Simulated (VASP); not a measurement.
Input of a VASP 6.6.1 run:

The input INCAR:

```
PREC     = Accurate       # precision mode
ENCUT    = 520            # plane-wave cutoff, eV
EDIFF    = 1E-6           # SCF threshold, eV
ISMEAR   = 0              # smearing method
SIGMA    = 0.02           # smearing width, eV
LREAL    = F              # projectors in reciprocal space
LASPH    = T              # aspherical terms in the spheres
NELM     = 100            # most SCF steps
ALGO     = Normal         # electronic algorithm
ISIF     = 2              # what is computed and relaxed
LWAVE    = F              # write WAVECAR
LCHARG   = F              # write CHGCAR
GGA      = PS             # functional
NBANDS   = 16             # bands
```

The input KPOINTS:

```
Automatic mesh
0
Gamma
  8 8 8
```

The input POSCAR:

```
ZnSe
1.0
    0.0000000000      2.7720231600      2.7720231600
    2.7720231600      0.0000000000      2.7720231600
    2.7720231600      2.7720231600      0.0000000000
Zn Se
1 1
Direct
    0.0000000000      0.0000000000      0.0000000000
    0.7500000000      0.7500000000      0.7500000000
```

Potentials or basis: VASP PAW PBE potentials, release 64 (Zn, Se).

The run is started by

```sh
$ cat potpaw_PBE.64/Zn/POTCAR potpaw_PBE.64/Se/POTCAR > POTCAR
$ mpirun -np 1 vasp_std > vasp.out
```

**Question.** Predict the pressure.

**Answer.** 3.8 GPa.

**Question.** Predict the band gap on the k mesh.

**Answer.** 1.44 eV, direct.

Caveat: the cell differs from its parent crystal (strained); the PAW data sets were made with another functional, which shifts forces and pressure a little.
